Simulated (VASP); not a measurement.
BeS:

```
S Be
1.0
     0.00000    2.45691    2.45691
     2.45691    0.00000    2.45691
     2.45691    2.45691    0.00000
S Be
1 1
Direct
  0.75000 0.75000 0.75000
  0.00000 0.00000 0.00000
```

Base run:

| Property | Result |
| --- | --- |
| Program | VASP 6.6.1 |
| Functional | PBE0 |
| Potentials or basis | VASP PAW PBE potentials, release 64 (S, Be) |
| Cutoff | 520 eV |
| k mesh | 6 × 6 × 6 |
| Occupations | fermi-dirac, width 0.05 eV |
| Spin | no spin polarisation |

Its results: band gap on the k mesh 4.86 eV, indirect (least direct gap 7.44 eV); pressure -3.6 GPa.

Task: The run is repeated on the same cell with these changes: k mesh from 6 × 6 × 6 to 5 × 5 × 5; occupations from fermi-dirac, width 0.05 eV to gaussian, width 0.1 eV. What comes out?

Result: Band gap on the k mesh 5.18 eV, indirect (least direct gap 7.46 eV); pressure -3.5 GPa.

Caveats: some runs use coarse meshes; the PAW data sets were made with another functional, which shifts forces and pressure a little.

A k mesh can miss the band edges.
